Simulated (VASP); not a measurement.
A run of VASP 6.6.1 is set up as follows.

The input POSCAR:

```
MgO
1.0
    0.0000000000      2.2820056624      2.2820056624
    2.2820056624      0.0000000000      2.2820056624
    2.2820056624      2.2820056624      0.0000000000
Mg O
1 1
Direct
    0.0000000000      0.0000000000      0.0000000000
    0.2500000000      0.2500000000      0.2500000000
```

Contents of INCAR.step1:

```
ALGO = Normal ; EDIFF = 1E-4
ENCUT = 520 ; GGA = PE
ISMEAR = 0 ; LASPH = True
LCHARG = False ; LREAL = False
LWAVE = True ; NBANDS = 11
NELM = 80 ; PREC = Accurate
SIGMA = 0.01
```

The input INCAR.step2:

```
ALGO = Normal ; EDIFF = 1E-6
ENCUT = 520 ; ISIF = 2
ISMEAR = 0 ; ISTART = 1
IVDW = 12 ; LASPH = True
LCHARG = False ; LMIXTAU = True
LREAL = False ; LWAVE = False
METAGGA = R2SCAN ; NBANDS = 11
NELM = 80 ; PREC = Accurate
SIGMA = 0.01 ; VDW_A1 = 0.49484001
VDW_A2 = 5.73083694 ; VDW_S6 = 1.0
VDW_S8 = 0.78981345
```

KPOINTS

```
k-points
0
Gamma
  6 6 6
```

Potentials or basis: VASP PAW PBE potentials, release 64 (Mg, O).

Launch:

```bash
$ cat potpaw_PBE.64/Mg/POTCAR potpaw_PBE.64/O/POTCAR > POTCAR
$ cp INCAR.step1 INCAR
$ mpirun -np 1 vasp_std > vasp.out
$ cp INCAR.step2 INCAR
$ mpirun -np 1 vasp_std > vasp.out
```

**Question.** Predict the band gap on the k mesh.

**Answer.** 4.32 eV, direct.

**Question.** Predict the pressure.

**Answer.** -2.0 GPa.

Caveat: the PAW data sets were made with another functional, which shifts forces and pressure a little. r2SCAN opens gaps a little over a GGA but as a rule still falls short of measured ones.
